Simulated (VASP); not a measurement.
# PbSe (R-3m) in VASP: single point with PBEsol

Aim: the single point of PbSe with PBEsol.

Program: VASP 6.6.1. These are calculated values, not measurements. Logs are shortened: lines on timing, memory, paths and dates and some standing lists are left out, and cuts for length are marked.

### 1 The cell of the first run

The structure is trigonal, space group R-3m (No. 166). Conventional cell: a = 5.612 Å, b = 5.612 Å, c = 6.086 Å, α = 90.00°, β = 90.00°, γ = 120.00°. Pb (site symmetry -3m) has 8 Se at 3.04 to 3.39 Å and 6 Pb at 3.82 Å within 4.0 Å. Within 4.0 Å of Se (site symmetry -3m) lie 8 Pb at 3.04 to 3.39 Å and 6 Se at 3.82 Å.

### 2 Single point, PBEsol (strained)

INCAR reads:

```
PREC = Accurate
ENCUT = 520
EDIFF = 1E-7
ISMEAR = 0
SIGMA = 0.1
LREAL = False
LASPH = True
NELM = 100
ALGO = Normal
ISIF = 2
LWAVE = False
LCHARG = False
GGA = PS
NBANDS = 17
```

KPOINTS reads:

```
regular mesh
0
Gamma
  9 9 9
```

POSCAR reads:

```
PbSe
1.0
    3.8166779531     -0.1513728800     -0.1513728800
   -0.1513728800      3.8166779531     -0.1513728800
   -0.1513728800     -0.1513728800      3.8166779531
Pb Se
1 1
Direct
    0.0000000000      0.0000000000      0.0000000000
    0.5000000000      0.5000000000      0.5000000000
```

Potentials or basis: VASP PAW PBE potentials, release 64 (Pb_d, Se).

Run with:

```sh
$ cat potpaw_PBE.64/Pb_d/POTCAR potpaw_PBE.64/Se/POTCAR > POTCAR
$ mpirun -np 1 vasp_std > vasp.out
```

OUTCAR:

```text
PREC = Accurate
   ENCUT = 520
   EDIFF = 1E-7
   ISMEAR = 0
   LREAL = False
   LASPH = True
   NELM = 100
   ISIF = 2
   GGA = PS

 ion  position               nearest neighbor table
   1  0.000  0.000  0.000-   2 3.04   2 3.04   2 3.39   2 3.39   2 3.39   2 3.39   2 3.39   2 3.39

   2  0.500  0.500  0.500-   1 3.04   1 3.04   1 3.39   1 3.39   1 3.39   1 3.39   1 3.39   1 3.39

  LATTYP: Found a trigonal (rhomboedric) cell.
 ALAT       =     3.8226768233
 COS(alpha) =    -0.0775049830

  Lattice vectors:

 A1 = (   3.8166779531,  -0.1513728800,  -0.1513728800)
 A2 = (  -0.1513728800,   3.8166779531,  -0.1513728800)
 A3 = (  -0.1513728800,  -0.1513728800,   3.8166779531)

Analysis of symmetry for initial positions (statically):
=====================================================================
 Subroutine PRICEL returns:
 Original cell was already a primitive cell.

 Routine SETGRP: Setting up the symmetry group for a
 trigonal (rhombohedral) supercell.

 Subroutine GETGRP returns: Found 12 space group operations
 (whereof 12 operations were pure point group operations)
 out of a pool of 12 trial point group operations.

The static configuration has the point symmetry D_3d.

Analysis of symmetry for dynamics (positions and initial velocities):
=====================================================================
 Subroutine PRICEL returns:
 Original cell was already a primitive cell.

 Routine SETGRP: Setting up the symmetry group for a
 trigonal (rhombohedral) supercell.

 Subroutine GETGRP returns: Found 12 space group operations
 (whereof 12 operations were pure point group operations)
 out of a pool of 12 trial point group operations.

The dynamic configuration has the point symmetry D_3d.

 Subroutine INISYM returns: Found 12 space group operations
 (whereof 12 operations are pure point group operations),
 and found     1 'primitive' translations

----------------------------------------------------------------------------------------

                                     Primitive cell

  volume of cell :      55.3284

  direct lattice vectors                    reciprocal lattice vectors
     3.816677953 -0.151372880 -0.151372880     0.262869091  0.010856191  0.010856191
    -0.151372880  3.816677953 -0.151372880     0.010856191  0.262869091  0.010856191
    -0.151372880 -0.151372880  3.816677953     0.010856191  0.010856191  0.262869091

  length of vectors
     3.822676823  3.822676823  3.822676823     0.263317058  0.263317058  0.263317058

[... 79 lines left out ...]
   NELM   =    100;   NELMIN=  2; NELMDL= -5     # of ELM steps
   EDIFF  = 0.1E-06   stopping-criterion for ELM
   LREAL  =      F    real-space projection
   EDIFFG = 0.1E-05   stopping-criterion for IOM
   NSW    =      0    number of steps for IOM
   IBRION =     -1    ionic relax: 0-MD 1-quasi-New 2-CG
   NFREE  =      0    steps in history (QN), initial steepest desc. (CG)
   ISIF   =      2    stress and relaxation
   ISYM   =      2    0-nonsym 1-usesym 2-fastsym
   POTIM  = 0.5000    time-step for ionic-motion
   TEBEG  =    0.0;   TEEND  =   0.0 temperature during run
   PSTRESS=    0.0 pullay stress
   NELECT =      20.0000    total number of electrons
   NUPDOWN=      -1.0000    fix difference up-down
   EMIN   =  10.00;   EMAX   =-10.00  energy-range for DOS
   EFERMI =   0.00;   METHOD = LEGACY
   ISMEAR =     0;   SIGMA  =   0.10  broadening in eV -4-tet -1-fermi 0-gaus
   EFERMI_NEDOS =   21; number of points for ismear=-14 and -15
   IALGO  =     38    algorithm
   IMIX   =      4    mixing-type and parameters
     AMIX     =   0.40;   BMIX     =  1.00
     AMIX_MAG =   1.60;   BMIX_MAG =  1.00
  volume/ion in A,a.u.               =      27.66       186.69
  Fermi-wavevector in a.u.,A,eV,Ry     =   1.166189  2.203777 18.503875  1.359996
  Thomas-Fermi vector in A             =   2.302705
   LORBIT       =      0    0 simple, 1 ext, 2 COOP (PROOUT), +10 PAW based schemes
   GGA     = PS    functional components
   LHFCALC =     F    Hartree Fock is set to
   AEXX    =    0.0000 exact exchange contribution
   IVDW    =     0    specifies the selected vdW correction
   LEPSILON=     F    determine dielectric tensor
   LRPA    =     F    only Hartree local field effects (RPA)
 non-spin polarized calculation
 Gauss-broadening in eV      SIGMA  =   0.10
  energy-cutoff  :      520.00
  volume of cell :       55.33
 maximum number of plane-waves:      1507
   NGX = 15   NGY = 15   NGZ = 15

 number of electron      20.0000003 magnetization

 Free energy of the ion-electron system (eV)
  ---------------------------------------------------
  ext. energy  EPLUGINS =         0.00000000
  ---------------------------------------------------
  free energy    TOTEN  =        -8.41394396 eV

  energy without entropy =       -8.40928216  energy(sigma->0) =       -8.41161306

 E-fermi :   4.9796     XC(G=0): -10.0153

 val. band max:        4.9791578770   @ k =   0.4444   0.4444   0.3333
 cond. band min:       4.9963187910   @ k =   0.2222   0.2222  -0.0000
 fundamental gap:      0.0171609140
 Fermi energy:         4.9796286662

 k-point     1 :       0.0000    0.0000    0.0000
  band No.  band energies     occupation
      1     -11.8700      2.00000
      2     -11.8700      2.00000
      3     -11.7361      2.00000
      4     -11.7361      2.00000
      5     -11.7350      2.00000
      6      -8.1725      2.00000
[... 457 lines left out ...]
      4     -11.7549      2.00000
      5     -11.6993      2.00000
      6      -6.6160      2.00000
[... 9 lines left out ...]
     16      13.9312      0.00000
     17      15.9070      0.00000

 [... further k-points ...]

------------------------ aborting loop because EDIFF is reached ----------------------------------------

  FORCE on cell =-STRESS in cart. coord.  units (eV):
  Direction    XX          YY          ZZ          XY          YZ          ZX
  --------------------------------------------------------------------------------------
  -------------------------------------------------------------------------------------
  Total       -1.1687390     -1.1687390     -1.1687390      0.3824244      0.3824244      0.3824244
  in kB      -33.8438916    -33.8438916    -33.8438916     11.0740978     11.0740978     11.0740978
  external PRESSURE =     -33.8438916 kB  Pullay stress =       0.0000000 kB

 VOLUME and BASIS-vectors are now :
 -----------------------------------------------------------------------------
  energy-cutoff  :      520.00
  volume of cell :       55.33
      direct lattice vectors                 reciprocal lattice vectors
     3.816677953 -0.151372880 -0.151372880     0.262869091  0.010856191  0.010856191
    -0.151372880  3.816677953 -0.151372880     0.010856191  0.262869091  0.010856191
    -0.151372880 -0.151372880  3.816677953     0.010856191  0.010856191  0.262869091

 POSITION                                       TOTAL-FORCE (eV/Angst)
 -----------------------------------------------------------------------------------
      0.00000      0.00000      0.00000         0.000000      0.000000     -0.000000
      1.75697      1.75697      1.75697        -0.000000     -0.000000      0.000000
 -----------------------------------------------------------------------------------
    total drift:                               -0.000000      0.000000      0.000000

  FREE ENERGIE OF THE ION-ELECTRON SYSTEM (eV)
  ---------------------------------------------------
  free  energy   TOTEN  =        -8.4139439601 eV

  energy  without entropy=       -8.4092821583  energy(sigma->0) =       -8.41161306
```

OSZICAR:

```text
N       E                     dE             d eps       ncg     rms          rms(c)
DAV:   1     0.152759455677E+03    0.15276E+03   -0.95552E+03  2890   0.121E+03
DAV:   2     0.217884698918E+01   -0.15058E+03   -0.14541E+03  3083   0.306E+02
DAV:   3    -0.857918223327E+01   -0.10758E+02   -0.10575E+02  3792   0.869E+01
DAV:   4    -0.882129547521E+01   -0.24211E+00   -0.24173E+00  3546   0.141E+01
DAV:   5    -0.882935578403E+01   -0.80603E-02   -0.80598E-02  4178   0.256E+00    0.278E+00
DAV:   6    -0.842474994381E+01    0.40461E+00   -0.10134E+00  4424   0.705E+00    0.146E+00
DAV:   7    -0.841724775359E+01    0.75022E-02   -0.91105E-02  3409   0.153E+00    0.821E-01
DAV:   8    -0.841512839975E+01    0.21194E-02   -0.17259E-02  3442   0.108E+00    0.171E-01
DAV:   9    -0.841412391120E+01    0.10045E-02   -0.86362E-03  4350   0.586E-01    0.822E-02
DAV:  10    -0.841398196690E+01    0.14194E-03   -0.15912E-03  4232   0.262E-01    0.316E-02
DAV:  11    -0.841394287139E+01    0.39096E-04   -0.18599E-04  3862   0.868E-02    0.255E-03
DAV:  12    -0.841394411615E+01   -0.12448E-05   -0.12750E-05  3227   0.192E-02    0.200E-03
DAV:  13    -0.841394397070E+01    0.14544E-06   -0.73080E-07  3820   0.753E-03    0.106E-03
DAV:  14    -0.841394396008E+01    0.10624E-07   -0.14211E-07  1946   0.279E-03
   1 F= -.84139440E+01 E0= -.84116131E+01  d E =-.466180E-02
```

It took 90 s on 1 thread of AMD EPYC 7R13, shared host; peak memory 0.19 GiB.

Results:

```yaml
Free_energy: -8.4139 eV
Pressure: -3.4 GPa
Band_gap_on_the_k_mesh: zero (bands 10 and 11 overlap by 0.74 eV)
```

Levels at points of the mesh, in eV from the Fermi level:
| k point | band 8 | band 9 | band 10 | band 11 | band 12 | band 13 |
| --- | --- | --- | --- | --- | --- | --- |
| (0.00, 0.00, 0.00) | -2.20 | -1.11 | -1.11 | 5.12 | 5.12 | 5.20 |

Caveat: the cell differs from its parent crystal (strained); the cell stands under tension; semilocal functionals underestimate gaps, and a narrow one can read as zero; the PAW data sets were made with another functional, which shifts forces and pressure a little; spin-orbit coupling is left out, which moves the levels of the heavy elements.
